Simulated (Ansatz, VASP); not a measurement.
Sb: VASP beside Ansatz

```
Sb
1.0
     3.17050    0.00000    0.00000
     0.00000    3.17050    0.00000
     0.00000    0.00000    3.17050
Sb
1
Direct
  0.00000 0.00000 0.00000
```

Change from the starting cell: volume scaled by 1.01, PAW files.

Alike in both runs: task electric field gradients; functional PBEsol; k mesh 12 × 12 × 12; occupations fermi-dirac, width 0.08 eV; no spin polarisation.

|  | VASP | Ansatz |
| --- | --- | --- |
| version | VASP 6.6.1 | Ansatz 0.2.0 |
| potentials or method | VASP PAW PBE potentials, release 64 (Sb) | PAW with Ansatz's default frozen-core files, scalar-relativistic |
| plane-wave cutoff (eV) | 520 | 420 |
| valence electrons in the cell | 5 | 15 |

|  | VASP | Ansatz | Ansatz less VASP |
| --- | --- | --- | --- |
| pressure (GPa) | -5.0 | -5.0 | -0.03 |

VASP's potentials were made for PBE, not for PBEsol. The functional is the same, so the differences come from potentials, cutoffs and numerics. VASP's potentials hold 5 valence electrons a cell and Ansatz's 15, so a difference there can come from the potentials and not from the codes.

Neither program's run includes spin-orbit coupling.
